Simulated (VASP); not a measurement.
# AlCrBN2 (P4/mmm) in VASP: further runs

AlCrBN2 is run at these levels: PBE; tasks: single point, relaxation of cell and atoms.

Everything below comes from runs of VASP 6.6.1. Logs are shortened: lines on timing, memory, paths and dates and some standing lists are left out, and cuts for length are marked.

### Step 1. The cell of the first run

It takes space group P4/mmm (No. 123, tetragonal). Conventional cell: a = 3.510 Å, b = 3.510 Å, c = 6.208 Å, α = 90.00°, β = 90.00°, γ = 90.00°. Al (site symmetry 4/mmm) has 4 Cr at 2.48 Å and 8 N at 3.05 Å within 3.3 Å. Within 2.5 Å of Cr (site symmetry 4/mmm) lie 2 N at 1.77 Å and 4 Al at 2.48 Å. Within 1.8 Å of B (site symmetry 4/mmm) lie 2 N at 1.33 Å. Within 1.8 Å of N (site symmetry 4mm) lie 1 B at 1.33 Å and 1 Cr at 1.77 Å.

The cell was built from a structure type or drawn by symmetry, and may not be a known phase.

### Step 2. Single point, PBE

INCAR

```
PREC = Accurate ; ENCUT = 520
EDIFF = 1E-7 ; ISMEAR = 0
SIGMA = 0.1 ; LREAL = False
LASPH = True ; NELM = 80
ALGO = Normal ; ISIF = 2
LWAVE = False ; LCHARG = False
GGA = PE ; NBANDS = 22
```

KPOINTS

```
Automatic mesh
0
Gamma
  10 10 6
```

POSCAR

```
AlCrBN2
1.0
    3.5098804829      0.0000000000      0.0000000000
    0.0000000000      3.5098804829      0.0000000000
    0.0000000000      0.0000000000      6.2081718190
Al Cr B N
1 1 1 2
Direct
    0.0000000000      0.0000000000      0.5000000000
    0.5000000000      0.5000000000      0.5000000000
    0.5000000000      0.5000000000      0.0000000000
    0.5000000000      0.5000000000      0.7851803204
    0.5000000000      0.5000000000      0.2148196796
```

Potentials or basis: VASP PAW PBE potentials, release 64 (Al, Cr_pv, B, N).

Started as:

```
$ cat potpaw_PBE.64/Al/POTCAR potpaw_PBE.64/Cr_pv/POTCAR potpaw_PBE.64/B/POTCAR potpaw_PBE.64/N/POTCAR > POTCAR
$ mpirun -np 1 vasp_std > vasp.out
```

OUTCAR:

```text
PREC = Accurate
   ENCUT = 520
   EDIFF = 1E-7
   ISMEAR = 0
   LREAL = False
   LASPH = True
   NELM = 80
   ISIF = 2
   GGA = PE

 ion  position               nearest neighbor table
   1  0.000  0.000  0.500-   2 2.48   2 2.48   2 2.48   2 2.48
   2  0.500  0.500  0.500-   4 1.77   5 1.77   1 2.48   1 2.48   1 2.48   1 2.48
   3  0.500  0.500  0.000-   4 1.33   5 1.33
   4  0.500  0.500  0.785-   3 1.33   2 1.77
   5  0.500  0.500  0.215-   3 1.33   2 1.77

  LATTYP: Found a simple tetragonal cell.
 ALAT       =     3.5098804829
 C/A-ratio  =     1.7687701474

  Lattice vectors:

 A1 = (   3.5098804829,   0.0000000000,   0.0000000000)
 A2 = (   0.0000000000,   3.5098804829,   0.0000000000)
 A3 = (   0.0000000000,   0.0000000000,   6.2081718190)

Analysis of symmetry for initial positions (statically):
=====================================================================
 Subroutine PRICEL returns:
 Original cell was already a primitive cell.

 Routine SETGRP: Setting up the symmetry group for a
 simple tetragonal supercell.

 Subroutine GETGRP returns: Found 16 space group operations
 (whereof 16 operations were pure point group operations)
 out of a pool of 16 trial point group operations.

The static configuration has the point symmetry D_4h.

Analysis of symmetry for dynamics (positions and initial velocities):
=====================================================================
 Subroutine PRICEL returns:
 Original cell was already a primitive cell.

 Routine SETGRP: Setting up the symmetry group for a
 simple tetragonal supercell.

 Subroutine GETGRP returns: Found 16 space group operations
 (whereof 16 operations were pure point group operations)
 out of a pool of 16 trial point group operations.

The dynamic configuration has the point symmetry D_4h.

 Subroutine INISYM returns: Found 16 space group operations
 (whereof 16 operations are pure point group operations),
 and found     1 'primitive' translations

----------------------------------------------------------------------------------------

                                     Primitive cell

  volume of cell :      76.4801

  direct lattice vectors                    reciprocal lattice vectors
     3.509880483  0.000000000  0.000000000     0.284909986  0.000000000  0.000000000
     0.000000000  3.509880483  0.000000000     0.000000000  0.284909986  0.000000000
     0.000000000  0.000000000  6.208171819     0.000000000  0.000000000  0.161078016

  length of vectors
     3.509880483  3.509880483  6.208171819     0.284909986  0.284909986  0.161078016

  position of ions in fractional coordinates (direct lattice)
     0.000000000  0.000000000  0.500000000
     0.500000000  0.500000000  0.500000000
     0.500000000  0.500000000  0.000000000
     0.500000000  0.500000000  0.785180320
     0.500000000  0.500000000  0.214819680

  ion indices of the primitive-cell ions
   primitive index   ion index
                 1           1
                 2           2
                 3           3
                 4           4
                 5           5

----------------------------------------------------------------------------------------

 KPOINTS: Automatic mesh

Automatic generation of k-mesh.
 Grid dimensions read from file:
 generate k-points for:   10   10    6

 Generating k-lattice:

  Cartesian coordinates                     Fractional coordinates (reciprocal lattice)
     0.028490999  0.000000000  0.000000000     0.100000000  0.000000000  0.000000000
     0.000000000  0.028490999  0.000000000     0.000000000  0.100000000  0.000000000
     0.000000000  0.000000000  0.026846336     0.000000000  0.000000000  0.166666667

  Length of vectors
     0.028490999  0.028490999  0.026846336

  Shift w.r.t. Gamma in fractional coordinates (k-lattice)
     0.000000000  0.000000000  0.000000000

 Subroutine IBZKPT returns following result:
 ===========================================

 Found     84 irreducible k-points:

 Following reciprocal coordinates:
            Coordinates               Weight
  0.000000  0.000000  0.000000      1.000000
  0.100000  0.000000  0.000000      4.000000
  0.200000  0.000000  0.000000      4.000000
  0.300000  0.000000  0.000000      4.000000
  0.400000  0.000000  0.000000      4.000000
  0.500000  0.000000  0.000000      2.000000
[... 16 lines left out ...]
  0.100000  0.000000  0.166667      8.000000
  0.200000  0.000000  0.166667      8.000000
 [... further k-points ...]
   k-points           NKPTS =     84   k-points in BZ     NKDIM =     84   number of bands    NBANDS=     22
   number of dos      NEDOS =    301   number of ions     NIONS =      5
   total plane-waves  NPLWV =  37632
   dimension x,y,z NGX =    28 NGY =   28 NGZ =   48
   dimension x,y,z NGXF=    56 NGYF=   56 NGZF=   96
   ions per type =               1   1   1   2
   NGX,Y,Z   is equivalent  to a cutoff of  13.26, 13.26, 12.85 a.u.
   NGXF,Y,Z  is equivalent  to a cutoff of  26.52, 26.52, 25.71 a.u.
 SYSTEM =  unknown system
   PREC   = accura    normal or accurate (medium, high low for compatibility)
   ISTART =      0    job   : 0-new  1-cont  2-samecut
   ICHARG =      2    charge: 1-file 2-atom 10-const
   ISPIN  =      1    spin polarized calculation?
   LNONCOLLINEAR =      F non collinear calculations
   LSORBIT =      F    spin-orbit coupling
   LASPH  =      T    aspherical Exc in radial PAW
   ENCUT  =  520.0 eV  38.22 Ry    6.18 a.u.   6.53  6.53 11.54*2*pi/ulx,y,z
   NELM   =     80;   NELMIN=  2; NELMDL= -5     # of ELM steps
   EDIFF  = 0.1E-06   stopping-criterion for ELM
   LREAL  =      F    real-space projection
   EDIFFG = 0.1E-05   stopping-criterion for IOM
   NSW    =      0    number of steps for IOM
   IBRION =     -1    ionic relax: 0-MD 1-quasi-New 2-CG
   NFREE  =      0    steps in history (QN), initial steepest desc. (CG)
   ISIF   =      2    stress and relaxation
   ISYM   =      2    0-nonsym 1-usesym 2-fastsym
   POTIM  = 0.5000    time-step for ionic-motion
   TEBEG  =    0.0;   TEEND  =   0.0 temperature during run
   PSTRESS=    0.0 pullay stress
   NELECT =      28.0000    total number of electrons
   NUPDOWN=      -1.0000    fix difference up-down
   EMIN   =  10.00;   EMAX   =-10.00  energy-range for DOS
   EFERMI =   0.00;   METHOD = LEGACY
   ISMEAR =     0;   SIGMA  =   0.10  broadening in eV -4-tet -1-fermi 0-gaus
   EFERMI_NEDOS =   21; number of points for ismear=-14 and -15
   IALGO  =     38    algorithm
   IMIX   =      4    mixing-type and parameters
     AMIX     =   0.40;   BMIX     =  1.00
     AMIX_MAG =   1.60;   BMIX_MAG =  1.00
  volume/ion in A,a.u.               =      15.30       103.22
  Fermi-wavevector in a.u.,A,eV,Ry     =   1.171147  2.213147 18.661548  1.371585
  Thomas-Fermi vector in A             =   2.307595
   LORBIT       =      0    0 simple, 1 ext, 2 COOP (PROOUT), +10 PAW based schemes
   GGA     = PE    functional components
   LHFCALC =     F    Hartree Fock is set to
   AEXX    =    0.0000 exact exchange contribution
   IVDW    =     0    specifies the selected vdW correction
   LEPSILON=     F    determine dielectric tensor
   LRPA    =     F    only Hartree local field effects (RPA)
 non-spin polarized calculation
 Gauss-broadening in eV      SIGMA  =   0.10
  energy-cutoff  :      520.00
  volume of cell :       76.48
 maximum number of plane-waves:      2103
 NGX is ok and might be reduce to    28
   NGX = 13   NGY = 13   NGZ = 23

 number of electron      28.0000005 magnetization

 Free energy of the ion-electron system (eV)
  ---------------------------------------------------
  ext. energy  EPLUGINS =         0.00000000
  ---------------------------------------------------
  free energy    TOTEN  =       -36.20891504 eV

  energy without entropy =      -36.20098255  energy(sigma->0) =      -36.20494879

 E-fermi :   3.1369     XC(G=0):  -9.1591

 val. band max:        3.1319100914   @ k =   0.4000   0.4000   0.5000
 cond. band min:       3.1427664889   @ k =   0.3000   0.0000   0.5000
 fundamental gap:      0.0108563975
 Fermi energy:         3.1369318448

 k-point     1 :       0.0000    0.0000    0.0000
  band No.  band energies     occupation
      1     -40.5567      2.00000
      2     -39.6793      2.00000
      3     -39.6793      2.00000
      4     -12.7222      2.00000
      5     -11.8491      2.00000
      6      -4.7162      2.00000
[... 14 lines left out ...]
     21       8.9414      0.00000
     22      10.3461      0.00000

 k-point     2 :       0.1000    0.0000    0.0000
  band No.  band energies     occupation
      1     -40.5566      2.00000
      2     -39.6810      2.00000
      3     -39.6792      2.00000
      4     -12.7026      2.00000
      5     -11.8367      2.00000
      6      -4.6696      2.00000
[... 14 lines left out ...]
     21       9.3253      0.00000
     22      10.3498      0.00000

 k-point     3 :       0.2000    0.0000    0.0000
  band No.  band energies     occupation
      1     -40.5563      2.00000
      2     -39.6855      2.00000
      3     -39.6790      2.00000
      4     -12.6504      2.00000
      5     -11.8039      2.00000
      6      -4.5481      2.00000
[... 14 lines left out ...]
     21       9.6346      0.00000
     22      10.3232      0.00000

 k-point     4 :       0.3000    0.0000    0.0000
  band No.  band energies     occupation
      1     -40.5559      2.00000
      2     -39.6910      2.00000
      3     -39.6787      2.00000
      4     -12.5843      2.00000
      5     -11.7626      2.00000
      6      -4.4003      2.00000
[... 14 lines left out ...]
     21       9.3383      0.00000
     22      10.3083      0.00000

 k-point     5 :       0.4000    0.0000    0.0000
  band No.  band energies     occupation
      1     -40.5556      2.00000
      2     -39.6955      2.00000
      3     -39.6785      2.00000
      4     -12.5293      2.00000
      5     -11.7286      2.00000
      6      -4.2837      2.00000
[... 14 lines left out ...]
     21       9.5123      0.00000
     22      10.3189      0.00000

 k-point     6 :       0.5000    0.0000    0.0000
  band No.  band energies     occupation
      1     -40.5555      2.00000
      2     -39.6972      2.00000
      3     -39.6784      2.00000
      4     -12.5080      2.00000
      5     -11.7155      2.00000
      6      -4.2400      2.00000
[... 14 lines left out ...]
     21       9.7459      0.00000
     22      10.7922      0.00000

 k-point     7 :       0.1000    0.1000    0.0000
  band No.  band energies     occupation
      1     -40.5565      2.00000
      2     -39.6810      2.00000
      3     -39.6808      2.00000
      4     -12.6832      2.00000
      5     -11.8244      2.00000
      6      -4.6254      2.00000
[... 324 lines left out ...]
      6      -4.0701      2.00000
[... 14 lines left out ...]
     21       9.4594      0.00000
     22       9.4659      0.00000

 k-point    21 :       0.5000    0.5000    0.0000
  band No.  band energies     occupation
      1     -40.5542      2.00000
      2     -39.6948      2.00000
      3     -39.6947      2.00000
      4     -12.3297      2.00000
      5     -11.5993      2.00000
      6      -4.0525      2.00000
[... 14 lines left out ...]
     21       9.5266      0.00000
     22       9.5266      0.00000

 k-point    22 :       0.0000    0.0000    0.1667
  band No.  band energies     occupation
      1     -40.5568      2.00000
      2     -39.6793      2.00000
      3     -39.6793      2.00000
      4     -12.6736      2.00000
      5     -11.9175      2.00000
      6      -4.5965      2.00000
[... 14 lines left out ...]
     21       9.0112      0.00000
     22      10.3472      0.00000

 k-point    23 :       0.1000    0.0000    0.1667
  band No.  band energies     occupation
      1     -40.5567      2.00000
      2     -39.6810      2.00000
      3     -39.6792      2.00000
      4     -12.6542      2.00000
      5     -11.9044      2.00000
      6      -4.5492      2.00000
[... 14 lines left out ...]
     21       9.3889      0.00000
     22      10.3515      0.00000

 k-point    24 :       0.2000    0.0000    0.1667
  band No.  band energies     occupation
      1     -40.5563      2.00000
      2     -39.6855      2.00000
      3     -39.6790      2.00000
      4     -12.6028      2.00000
      5     -11.8700      2.00000
      6      -4.4259      2.00000
[... 14 lines left out ...]
     21       9.6615      0.00000
     22      10.3470      0.00000

 [... further k-points ...]

------------------------ aborting loop because EDIFF is reached ----------------------------------------

  FORCE on cell =-STRESS in cart. coord.  units (eV):
  Direction    XX          YY          ZZ          XY          YZ          ZX
  --------------------------------------------------------------------------------------
  -------------------------------------------------------------------------------------
  Total       -0.0785685     -0.0785685     -0.1454749      0.0000000      0.0000000      0.0000000
  in kB       -1.6459282     -1.6459282     -3.0475469      0.0000000      0.0000000      0.0000000
  external PRESSURE =      -2.1131344 kB  Pullay stress =       0.0000000 kB

 VOLUME and BASIS-vectors are now :
 -----------------------------------------------------------------------------
  energy-cutoff  :      520.00
  volume of cell :       76.48
      direct lattice vectors                 reciprocal lattice vectors
     3.509880483  0.000000000  0.000000000     0.284909986  0.000000000  0.000000000
     0.000000000  3.509880483  0.000000000     0.000000000  0.284909986  0.000000000
     0.000000000  0.000000000  6.208171819     0.000000000  0.000000000  0.161078016

 POSITION                                       TOTAL-FORCE (eV/Angst)
 -----------------------------------------------------------------------------------
      0.00000      0.00000      3.10409         0.000000      0.000000      0.000000
      1.75494      1.75494      3.10409         0.000000      0.000000      0.000000
      1.75494      1.75494      0.00000         0.000000      0.000000      0.000000
      1.75494      1.75494      4.87453         0.000000      0.000000      0.027303
      1.75494      1.75494      1.33364         0.000000     -0.000000     -0.027303
 -----------------------------------------------------------------------------------
    total drift:                                0.000000      0.000000      0.000000

  FREE ENERGIE OF THE ION-ELECTRON SYSTEM (eV)
  ---------------------------------------------------
  free  energy   TOTEN  =       -36.2089150409 eV

  energy  without entropy=      -36.2009825451  energy(sigma->0) =      -36.20494879
```

It took 4.5 min on 1 thread of Oxide Virtual Turin-like, shared host; peak memory 0.26 GiB.

Results:

```
Free energy            : -36.2089 eV
Pressure               : -0.2 GPa
Largest force          : 0.027 eV/Å
Band gap on the k mesh : zero (bands 14 and 15 overlap by 0.45 eV)
```

Forces in eV/Å, atoms in the order of the input:
```
Al   0.000  0.000  0.000
Cr   0.000  0.000  0.000
B    0.000  0.000  0.000
N    0.000  0.000  0.027
N    0.000  0.000 -0.027
```

Stress tensor (GPa, compression positive):
```
-0.16  0.00  0.00
 0.00 -0.16  0.00
 0.00  0.00 -0.30
```

Caveat: the run has no spin polarisation, though such a crystal can be magnetic. Spin polarisation is off, so any magnetic state and its effect on volume and gap are missing.

(Part 1 of 2 ends here.)
